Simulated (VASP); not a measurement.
# CdS (I4/mmm) in VASP: a series of runs, part 2 of 2

VASP 6.6.1. Earlier steps stand in the parts before.

## Step 3: Single point, PBE (strain +0.025 along x and y, -0.025 along z)

The input, INCAR:

```
PREC     = Accurate       # precision mode
ENCUT    = 520            # plane-wave cutoff, eV
EDIFF    = 1E-7           # SCF threshold, eV
ISMEAR   = 0              # smearing method
SIGMA    = 0.03           # smearing width, eV
LREAL    = False          # projectors in reciprocal space
LASPH    = True           # aspherical terms in the spheres
NELM     = 60             # most SCF steps
ALGO     = Normal         # electronic algorithm
ISIF     = 2              # what is computed and relaxed
LWAVE    = False          # write WAVECAR
LCHARG   = False          # write CHGCAR
GGA      = PE             # functional
NBANDS   = 16             # bands
```

The input, KPOINTS:

```
Automatic mesh
0
Gamma
  10 10 10
```

The input, POSCAR:

```
CdS
1.0
    0.0000000000      2.8220751000      2.6844129000
    2.8220751000      0.0000000000      2.6844129000
    2.8220751000      2.8220751000      0.0000000000
Cd S
1 1
Direct
    0.0000000000      0.0000000000      0.0000000000
    0.5000000000      0.5000000000      0.5000000000
```

Potentials or basis: VASP PAW PBE potentials, release 64 (Cd, S).

Run with:

```console
cat potpaw_PBE.64/Cd/POTCAR potpaw_PBE.64/S/POTCAR > POTCAR
mpirun -np 1 vasp_std > vasp.out
```

OUTCAR:

```text
PREC = Accurate
   ENCUT = 520
   EDIFF = 1E-7
   ISMEAR = 0
   LREAL = False
   LASPH = True
   NELM = 60
   ISIF = 2
   GGA = PE

 ion  position               nearest neighbor table
   1  0.000  0.000  0.000-   2 2.68   2 2.68   2 2.82   2 2.82   2 2.82   2 2.82
   2  0.500  0.500  0.500-   1 2.68   1 2.68   1 2.82   1 2.82   1 2.82   1 2.82

  LATTYP: Found a body centered tetragonal cell.
 ALAT       =     3.9910168805
 C/A-ratio  =     1.3452275349

  Lattice vectors:

 A1 = (   0.0000000000,  -2.8220751000,  -2.6844129000)
 A2 = (   0.0000000000,   2.8220751000,  -2.6844129000)
 A3 = (   2.8220751000,   0.0000000000,   2.6844129000)

Analysis of symmetry for initial positions (statically):
=====================================================================
 Subroutine PRICEL returns:
 Original cell was already a primitive cell.

 Routine SETGRP: Setting up the symmetry group for a
 body centered tetragonal supercell.

 Subroutine GETGRP returns: Found 16 space group operations
 (whereof 16 operations were pure point group operations)
 out of a pool of 16 trial point group operations.
[... 158 lines left out ...]
  ext. energy  EPLUGINS =         0.00000000
  ---------------------------------------------------
  free energy    TOTEN  =        -5.85814501 eV

  energy without entropy =       -5.85810187  energy(sigma->0) =       -5.85812344

 E-fermi :   2.6168     XC(G=0): -10.1815

 val. band max:        2.5882108228   @ k =   0.5000  -0.0000   0.0000
 cond. band min:       2.6246960053   @ k =   0.5000   0.5000   0.0000
 fundamental gap:      0.0364851825
 Fermi energy:         2.6168228290

 k-point     1 :       0.0000    0.0000    0.0000
  band No.  band energies     occupation
      1     -10.0339      2.00000
      2      -5.0705      2.00000
      3      -5.0705      2.00000
      4      -5.0508      2.00000
      5      -5.0465      2.00000
      6      -5.0133      2.00000
[... 433 lines left out ...]
      3      -4.9990      2.00000
      4      -4.9727      2.00000
      5      -4.8659      2.00000
      6      -4.8501      2.00000
[... 8 lines left out ...]
     15      16.0982      0.00000
     16      17.6675      0.00000

 [... further k-points ...]
[... 5 lines left out ...]
  --------------------------------------------------------------------------------------
  -------------------------------------------------------------------------------------
  Total       -0.6492947     -0.6492947      0.1902825      0.0000000     -0.0000000      0.0000000
  in kB      -24.3296565    -24.3296565      7.1300572      0.0000000     -0.0000000      0.0000000
  external PRESSURE =     -13.8430853 kB  Pullay stress =       0.0000000 kB

 VOLUME and BASIS-vectors are now :
 -----------------------------------------------------------------------------
  energy-cutoff  :      520.00
  volume of cell :       42.76
      direct lattice vectors                 reciprocal lattice vectors
     0.000000000  2.822075100  2.684412900    -0.177174590  0.177174590  0.186260467
     2.822075100  0.000000000  2.684412900     0.177174590 -0.177174590  0.186260467
     2.822075100  2.822075100  0.000000000     0.177174590  0.177174590 -0.186260467

 POSITION                                       TOTAL-FORCE (eV/Angst)
 -----------------------------------------------------------------------------------
      0.00000      0.00000      0.00000        -0.000000      0.000000      0.000000
      2.82208      2.82208      2.68441         0.000000     -0.000000      0.000000
 -----------------------------------------------------------------------------------
    total drift:                               -0.000000      0.000000      0.000000

  FREE ENERGIE OF THE ION-ELECTRON SYSTEM (eV)
  ---------------------------------------------------
  free  energy   TOTEN  =        -5.8581450079 eV

  energy  without entropy=       -5.8581018651  energy(sigma->0) =       -5.85812344
```

OSZICAR:

```text
N       E                     dE             d eps       ncg     rms          rms(c)
DAV:   1     0.107182876341E+03    0.10718E+03   -0.93653E+03  3368   0.106E+03
DAV:   2    -0.255537958446E+01   -0.10974E+03   -0.10213E+03  4008   0.254E+02
DAV:   3    -0.643422680404E+01   -0.38788E+01   -0.38715E+01  4144   0.498E+01
DAV:   4    -0.645323244191E+01   -0.19006E-01   -0.19004E-01  4072   0.344E+00
DAV:   5    -0.645342228689E+01   -0.18984E-03   -0.18984E-03  4072   0.331E-01    0.688E+00
DAV:   6    -0.588367387572E+01    0.56975E+00   -0.91118E-01  4384   0.113E+01    0.587E+00
DAV:   7    -0.585943966909E+01    0.24234E-01   -0.16010E-01  4120   0.287E+00    0.310E+00
DAV:   8    -0.585822505273E+01    0.12146E-02   -0.16616E-02  3912   0.156E+00    0.264E-01
DAV:   9    -0.585806194769E+01    0.16311E-03   -0.13373E-03  4272   0.494E-01    0.591E-02
DAV:  10    -0.585812218289E+01   -0.60235E-04   -0.19051E-04  4088   0.132E-01    0.599E-02
DAV:  11    -0.585814667735E+01   -0.24494E-04   -0.40127E-05  3936   0.589E-02    0.190E-02
DAV:  12    -0.585814494036E+01    0.17370E-05   -0.61013E-06  4264   0.268E-02    0.633E-03
DAV:  13    -0.585814500790E+01   -0.67538E-07   -0.70266E-07  3744   0.565E-03
   1 F= -.58581450E+01 E0= -.58581234E+01  d E =-.431428E-04
```

stdout:

```text
POSCAR found type information on POSCAR CdS
 POSCAR found :  2 types and       2 ions
 scaLAPACK will be used
 LDA part: xc-table for (Slater+PW92), standard interpolation
 POSCAR, INCAR and KPOINTS ok, starting setup
 FFT: planning ... GRIDC
 FFT: planning ... GRID_SOFT
 FFT: planning ... GRID
 WAVECAR not read
 entering main loop
```

It took 73 s on 1 thread of Intel Xeon Platinum 8259CL at 2.50GHz (Skylake/Cascade Lake), shared host; peak memory 0.21 GiB.

What came out:

```
Free energy            : -5.8581 eV
Pressure               : -1.4 GPa
Band gap on the k mesh : 0.04 eV, indirect (least direct gap 1.31 eV)
```

Stress tensor (GPa, compression positive):
```
-2.43  0.00  0.00
 0.00 -2.43  0.00
 0.00  0.00  0.71
```

Levels at points of the mesh, in eV from the valence-band top:
| k point | band 6 | band 7 | band 8 | band 9 | band 10 | band 11 | band 12 | band 13 |
| --- | --- | --- | --- | --- | --- | --- | --- | --- |
| (0.00, 0.00, 0.00) | -7.60 | -0.96 | -0.66 | -0.66 | 0.65 | 9.05 | 9.05 | 9.31 |
| (0.50, 0.00, 0.00) | -7.45 | -4.74 | -0.21 | 0.00 | 3.43 | 5.61 | 6.11 | 6.40 |
| (0.50, 0.50, 0.00) | -6.72 | -4.07 | -2.16 | -2.16 | 0.04 | 5.83 | 9.79 | 10.64 |
| (0.50, 0.00, 0.50) | -6.82 | -4.04 | -2.24 | -1.79 | 0.23 | 6.11 | 9.31 | 10.39 |

Caveat: the cell differs from its parent crystal (strain +0.025 along x and y, -0.025 along z). A k mesh can miss the band edges.

## Step 4: Single point, PBE (strain +0.050 along x and y, -0.050 along z)

The input, INCAR:

```
ALGO     = Normal         # electronic algorithm
EDIFF    = 1E-6           # SCF threshold, eV
ENCUT    = 520            # plane-wave cutoff, eV
GGA      = PE             # functional
ISIF     = 2              # what is computed and relaxed
ISMEAR   = 0              # smearing method
LASPH    = True           # aspherical terms in the spheres
LCHARG   = True           # write CHGCAR
LELF     = True           # ELF
LREAL    = False          # projectors in reciprocal space
LVHAR    = True         
LWAVE    = False          # write WAVECAR
NBANDS   = 16             # bands
NELM     = 80             # most SCF steps
PREC     = Accurate       # precision mode
SIGMA    = 0.03           # smearing width, eV
```

The input, KPOINTS:

```
k-points
0
Gamma
  10 10 10
```

The input, POSCAR:

```
CdS
1.0
    0.0000000000      2.8909062000      2.6155818000
    2.8909062000      0.0000000000      2.6155818000
    2.8909062000      2.8909062000      0.0000000000
Cd S
1 1
Direct
    0.0000000000      0.0000000000      0.0000000000
    0.5000000000      0.5000000000      0.5000000000
```

Run with:

```console
cat potpaw_PBE.64/Cd/POTCAR potpaw_PBE.64/S/POTCAR > POTCAR
mpirun -np 1 vasp_std > vasp.out
```

It took 76 s on 1 thread of Intel Xeon Platinum 8259CL at 2.50GHz (Skylake/Cascade Lake), shared host; peak memory 0.21 GiB.

The run converged. Its results:

| Quantity | Value |
| --- | --- |
| Free energy | -5.8074 eV |
| Pressure | -1.8 GPa |
| Band gap on the k mesh | zero (band 9 reaches 2.45 eV, above the bottom of band 10 at 2.37 eV) |

Stress tensor (GPa, compression positive):
```
-3.77  0.00  0.00
 0.00 -3.77  0.00
 0.00  0.00  2.20
```

Levels at points of the mesh, in eV from the Fermi level:
| k point | band 6 | band 7 | band 8 | band 9 | band 10 | band 11 | band 12 | band 13 |
| --- | --- | --- | --- | --- | --- | --- | --- | --- |
| (0.00, 0.00, 0.00) | -7.64 | -1.24 | -0.63 | -0.63 | 0.53 | 8.93 | 8.93 | 9.43 |
| (0.50, 0.00, 0.00) | -7.52 | -4.72 | -0.38 | -0.01 | 3.31 | 5.31 | 6.28 | 6.39 |
| (0.50, 0.50, 0.00) | -6.75 | -4.05 | -2.26 | -2.26 | -0.10 | 5.62 | 9.86 | 10.21 |
| (0.50, 0.00, 0.50) | -6.93 | -3.99 | -2.43 | -1.55 | 0.25 | 6.19 | 8.90 | 9.73 |

Caveat: the cell differs from its parent crystal (strain +0.050 along x and y, -0.050 along z).

## Step 5: Single point, PBE (strain +0.050 along x and y, -0.025 along z)

The input, INCAR:

```
SYSTEM = CdS
PREC = Accurate
ENCUT = 520
EDIFF = 1E-7
ISMEAR = 0
SIGMA = 0.03
LREAL = .FALSE.
LASPH = .TRUE.
NELM = 60
ALGO = Normal
ISIF = 2
LWAVE = .FALSE.
LCHARG = .FALSE.
GGA = PE
NBANDS = 16
```

The input, KPOINTS:

```
Automatic mesh
0
G
  10 10 10
  0 0 0
```

The input, POSCAR:

```
CdS
1.0
    0.0000000000      2.8909062000      2.6844129000
    2.8909062000      0.0000000000      2.6844129000
    2.8909062000      2.8909062000      0.0000000000
Cd S
1 1
Direct
    0.0000000000      0.0000000000      0.0000000000
    0.5000000000      0.5000000000      0.5000000000
```

Potentials or basis: VASP PAW PBE potentials, release 64 (Cd, S).

Run with:

```console
cat potpaw_PBE.64/Cd/POTCAR potpaw_PBE.64/S/POTCAR > POTCAR
mpirun -np 1 vasp_std > vasp.out
```

OUTCAR:

```text
SYSTEM = CdS
   PREC = Accurate
   ENCUT = 520
   EDIFF = 1E-7
   ISMEAR = 0
   LREAL = .FALSE.
   LASPH = .TRUE.
   NELM = 60
   ISIF = 2
   GGA = PE

 ion  position               nearest neighbor table
   1  0.000  0.000  0.000-   2 2.68   2 2.68   2 2.89   2 2.89   2 2.89   2 2.89
   2  0.500  0.500  0.500-   1 2.68   1 2.68   1 2.89   1 2.89   1 2.89   1 2.89

  LATTYP: Found a body centered tetragonal cell.
 ALAT       =     4.0883587556
 C/A-ratio  =     1.3131983079

  Lattice vectors:

 A1 = (   0.0000000000,  -2.8909062000,  -2.6844129000)
 A2 = (   0.0000000000,   2.8909062000,  -2.6844129000)
 A3 = (   2.8909062000,   0.0000000000,   2.6844129000)

Analysis of symmetry for initial positions (statically):
=====================================================================
 Subroutine PRICEL returns:
 Original cell was already a primitive cell.

 Routine SETGRP: Setting up the symmetry group for a
 body centered tetragonal supercell.

 Subroutine GETGRP returns: Found 16 space group operations
 (whereof 16 operations were pure point group operations)
 out of a pool of 16 trial point group operations.

The static configuration has the point symmetry D_4h.

[... 157 lines left out ...]
  free energy    TOTEN  =        -5.80911950 eV

  energy without entropy =       -5.80906110  energy(sigma->0) =       -5.80909030

 E-fermi :   2.1920     XC(G=0):  -9.9434

 val. band max:        2.1759824865   @ k =   0.5000  -0.0000   0.0000
 cond. band min:       2.4126492874   @ k =   0.5000   0.0000   0.5000
 fundamental gap:      0.2366668009
 Fermi energy:         2.1920424048

 k-point     1 :       0.0000    0.0000    0.0000
  band No.  band energies     occupation
      1     -10.1928      2.00000
      2      -5.4483      2.00000
      3      -5.4483      2.00000
      4      -5.4190      2.00000
      5      -5.4176      2.00000
      6      -5.3777      2.00000
[... 433 lines left out ...]
      3      -5.3717      2.00000
      4      -5.3549      2.00000
      5      -5.2636      2.00000
      6      -5.2574      2.00000
[... 8 lines left out ...]
     15      15.4334      0.00000
     16      17.0613      0.00000

 [... further k-points ...]
[... 5 lines left out ...]
  --------------------------------------------------------------------------------------
  -------------------------------------------------------------------------------------
  Total       -1.3769583     -1.3769583     -0.4464417      0.0000000      0.0000000      0.0000000
  in kB      -49.1681725    -49.1681725    -15.9414585      0.0000000      0.0000000      0.0000000
  external PRESSURE =     -38.0926012 kB  Pullay stress =       0.0000000 kB

 VOLUME and BASIS-vectors are now :
 -----------------------------------------------------------------------------
  energy-cutoff  :      520.00
  volume of cell :       44.87
      direct lattice vectors                 reciprocal lattice vectors
     0.000000000  2.890906200  2.684412900    -0.172956148  0.172956148  0.186260467
     2.890906200  0.000000000  2.684412900     0.172956148 -0.172956148  0.186260467
     2.890906200  2.890906200  0.000000000     0.172956148  0.172956148 -0.186260467

 POSITION                                       TOTAL-FORCE (eV/Angst)
 -----------------------------------------------------------------------------------
      0.00000      0.00000      0.00000        -0.000000      0.000000     -0.000000
      2.89091      2.89091      2.68441         0.000000     -0.000000      0.000000
 -----------------------------------------------------------------------------------
    total drift:                               -0.000000      0.000000      0.000000

  FREE ENERGIE OF THE ION-ELECTRON SYSTEM (eV)
  ---------------------------------------------------
  free  energy   TOTEN  =        -5.8091195048 eV

  energy  without entropy=       -5.8090610989  energy(sigma->0) =       -5.80909030
```

It took 66 s on 1 thread of Intel Xeon Platinum 8259CL at 2.50GHz (Skylake/Cascade Lake), shared host; peak memory 0.21 GiB.

Results:

| Property | Result |
| --- | --- |
| Free energy | -5.8091 eV |
| Pressure | -3.8 GPa |
| Band gap on the k mesh | zero (band 9 reaches 2.18 eV, above the bottom of band 10 at 2.17 eV) |

Levels at points of the mesh, in eV from the Fermi level:
| k point | band 6 | band 7 | band 8 | band 9 | band 10 | band 11 | band 12 | band 13 |
| --- | --- | --- | --- | --- | --- | --- | --- | --- |
| (0.00, 0.00, 0.00) | -7.57 | -1.02 | -0.58 | -0.58 | 0.43 | 8.97 | 8.97 | 9.35 |
| (0.50, 0.00, 0.00) | -7.44 | -4.56 | -0.28 | -0.02 | 3.40 | 5.49 | 6.03 | 6.22 |
| (0.50, 0.50, 0.00) | -6.77 | -3.84 | -2.06 | -2.06 | -0.03 | 5.79 | 9.59 | 10.15 |
| (0.50, 0.00, 0.50) | -6.90 | -3.78 | -2.20 | -1.55 | 0.22 | 6.19 | 8.87 | 9.82 |

Caveat: the cell differs from its parent crystal (strain +0.050 along x and y, -0.025 along z).

## Step 6: Single point, PBE (strain +0.050 along x and y, +0.000 along z)

The input, INCAR:

```
  ALGO = Normal
  EDIFF = 1E-7
  ENCUT = 520
  GGA = PE
  ISIF = 2
  ISMEAR = 0
  LASPH = True
  LCHARG = False
  LREAL = False
  LWAVE = False
  NBANDS = 16
  NELM = 60
  PREC = Accurate
  SIGMA = 0.03
```

The input, KPOINTS:

```
k-points
0
Gamma
  10 10 10
```

The input, POSCAR:

```
CdS
1.0
    0.0000000000      2.8909062000      2.7532440000
    2.8909062000      0.0000000000      2.7532440000
    2.8909062000      2.8909062000      0.0000000000
Cd S
1 1
Direct
    0.0000000000      0.0000000000      0.0000000000
    0.5000000000      0.5000000000      0.5000000000
```

Potentials or basis: VASP PAW PBE potentials, release 64 (Cd, S).

Run with:

```console
cat potpaw_PBE.64/Cd/POTCAR potpaw_PBE.64/S/POTCAR > POTCAR
mpirun -np 1 vasp_std > vasp.out
```

Wall time 70 s (1 thread of Intel Xeon Platinum 8259CL at 2.50GHz (Skylake/Cascade Lake), shared host); peak memory 0.21 GiB.

The run converged. Its results:

```
Free energy            : -5.7877 eV
Pressure               : -5.4 GPa
Band gap on the k mesh : 0.06 eV, indirect (least direct gap 0.89 eV)
```

Stress tensor (GPa, compression positive):
```
-5.90  0.00  0.00
 0.00 -5.90  0.00
 0.00  0.00 -4.30
```

Levels at points of the mesh, in eV from the valence-band top:
| k point | band 6 | band 7 | band 8 | band 9 | band 10 | band 11 | band 12 | band 13 |
| --- | --- | --- | --- | --- | --- | --- | --- | --- |
| (0.00, 0.00, 0.00) | -7.49 | -0.80 | -0.52 | -0.52 | 0.37 | 9.04 | 9.04 | 9.29 |
| (0.50, 0.00, 0.00) | -7.36 | -4.38 | -0.17 | 0.00 | 3.49 | 5.66 | 5.83 | 6.11 |
| (0.50, 0.50, 0.00) | -6.78 | -3.62 | -1.86 | -1.86 | 0.06 | 5.96 | 9.33 | 10.12 |
| (0.50, 0.00, 0.50) | -6.86 | -3.57 | -1.95 | -1.53 | 0.22 | 6.21 | 8.85 | 9.92 |

Caveat: the cell differs from its parent crystal (strain +0.050 along x and y, +0.000 along z).

## Step 7: The runs side by side

| cell | gap on the mesh (eV) | pressure (GPa) |
| --- | --- | --- |
| a = 3.848, b = 3.848, c = 3.991 Å, angles 58.8, 58.8, 62.5°, 2 atoms | none | 0.9 |
| a = 3.895, b = 3.895, c = 3.991 Å, angles 59.2, 59.2, 61.6°, 2 atoms | 0.04 | -1.4 |
| a = 3.899, b = 3.899, c = 4.088 Å, angles 58.4, 58.4, 63.2°, 2 atoms | none | -1.8 |
| a = 3.945, b = 3.945, c = 4.088 Å, angles 58.8, 58.8, 62.4°, 2 atoms | none | -3.8 |
| a = 3.992, b = 3.992, c = 4.088 Å, angles 59.2, 59.2, 61.6°, 2 atoms | 0.06 | -5.4 |

Alike in all rows: task single point; level PBE; potentials or basis VASP PAW PBE potentials, release 64 (Cd, S); no spin polarisation; k mesh 10 × 10 × 10; cutoff (eV) 520; smearing gaussian 0.03 eV.

Absolute energies hang on the potentials; compare differences alone.
